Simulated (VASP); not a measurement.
Input of a VASP 6.6.1 run:

Contents of INCAR:

```
SYSTEM = Rh
ALGO = Normal ; EDIFF = 1E-6
ENCUT = 500 ; GGA_COMPAT = .FALSE.
ISIF = 2 ; ISMEAR = -1
LASPH = .TRUE. ; LCHARG = .TRUE.
LELF = .TRUE. ; LREAL = .FALSE.
LVHAR = .TRUE. ; LWAVE = .FALSE.
NBANDS = 14 ; NELM = 120
PREC = Accurate ; SIGMA = 0.15
```

The input KPOINTS:

```
k-points
0
G
  12 12 12
  0 0 0
```

The input POSCAR:

```
Rh
1.0
    0.0000000000      1.8978500000      1.8978500000
    1.8978500000      0.0000000000      1.8978500000
    1.8978500000      1.8978500000      0.0000000000
Rh
1
Direct
    0.0000000000      0.0000000000      0.0000000000
```

Potentials or basis: VASP PAW LDA potentials, release 64 (Rh_pv).

Run with:

```console
$ cat potpaw_LDA.64/Rh_pv/POTCAR > POTCAR
$ mpirun -np 1 vasp_std > vasp.out
```

Estimate the pressure.

-8.0 GPa.
